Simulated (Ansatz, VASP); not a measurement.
## SrCl2 in VASP and in Ansatz

The input POSCAR:

```
SrCl2
1.0
    4.4072489055      0.0000000000      0.0000000000
   -2.2036244528      3.8167895130      0.0000000000
    0.0000000000      0.0000000000      5.7717814611
Sr Cl
1 2
Direct
    0.0000000000      0.0000000000      0.0000000000
    0.3333333333      0.6666666667      0.2428889105
    0.6666666667      0.3333333333      0.7571110895
```

Contents of INCAR.step1:

```
PREC = Accurate
ENCUT = 520
ISMEAR = 0
SIGMA = 0.01
LREAL = False
LASPH = True
NELM = 60
NBANDS = 19
GGA = PE
ALGO = Normal
EDIFF = 1E-4
LWAVE = True
LCHARG = False
```

The input INCAR.step2:

```
PREC = Accurate
ENCUT = 520
EDIFF = 1E-6
ISMEAR = 0
SIGMA = 0.01
LREAL = False
LASPH = True
NELM = 60
ALGO = Normal
ISIF = 2
LWAVE = False
LCHARG = True
METAGGA = R2SCAN
LMIXTAU = True
LELF = True
LVHAR = True
NBANDS = 19
ISTART = 1
```

KPOINTS

```
Automatic mesh
0
Gamma
  6 6 6
```

Input for Ansatz:

```yaml
crystal:
  lattice:
    - [4.4072489055, 0.0, 0.0]
    - [-2.2036244528, 3.816789513, 0.0]
    - [0.0, 0.0, 5.7717814611]
  atoms:
    - { symbol: Sr, position: [0.0, 0.0, 0.0] }
    - { symbol: Cl, position: [0.3333333333, 0.6666666667, 0.2428889105] }
    - { symbol: Cl, position: [0.6666666667, 0.3333333333, 0.7571110895] }
kpoints:
  mp_grid: { grid: [6, 6, 6] }
  band_path:
    path:
      - [0.0, 0.0, 0.0]
      - [0.5, 0.0, 0.0]
      - [0.3333333333, 0.3333333333, 0.0]
      - [0.0, 0.0, 0.5]
      - [0.5, 0.0, 0.5]
      - [0.3333333333, 0.3333333333, 0.5]
    npoints: 1
hamiltonian:
  xc: r2scan
scf:
  occupations: { method: fixed }
  n_extra_bands: 4
output:
  forces: true
  stress: true
  eigenvalues: true
```

Change from the starting cell: uniaxial_z strain +3.1%.

Alike in both runs: task single point; functional r2SCAN; k mesh 6 × 6 × 6; no spin polarisation.

|  | VASP | Ansatz |
| --- | --- | --- |
| version | VASP 6.6.1 | Ansatz 0.2.0 |
| potentials or method | VASP PAW PBE potentials, release 64 (Sr_sv, Cl) | plane waves, PAW |
| plane-wave cutoff (eV) | 520 | 500 |
| occupations | gaussian, width 0.01 eV | fixed |
| valence electrons in the cell | 24 | 24 |

Ansatz gave:

* gap on the k mesh at the Fermi level (eV): 5.85
* pressure (GPa): 0.3
* traceless stress, the component that is largest in VASP (GPa): -0.08
* rms of the force components (eV/Å): 0.004

Q: Which values does VASP return?

A: gap on the k mesh at the Fermi level (eV): 5.84; pressure (GPa): 0.4; traceless stress, the component that is largest in VASP (GPa): -0.11; rms of the force components (eV/Å): 0.005.

VASP's potentials were made for PBE, not for r2SCAN. Atom by atom the forces differ by 0.008 eV/Å (rms over components).
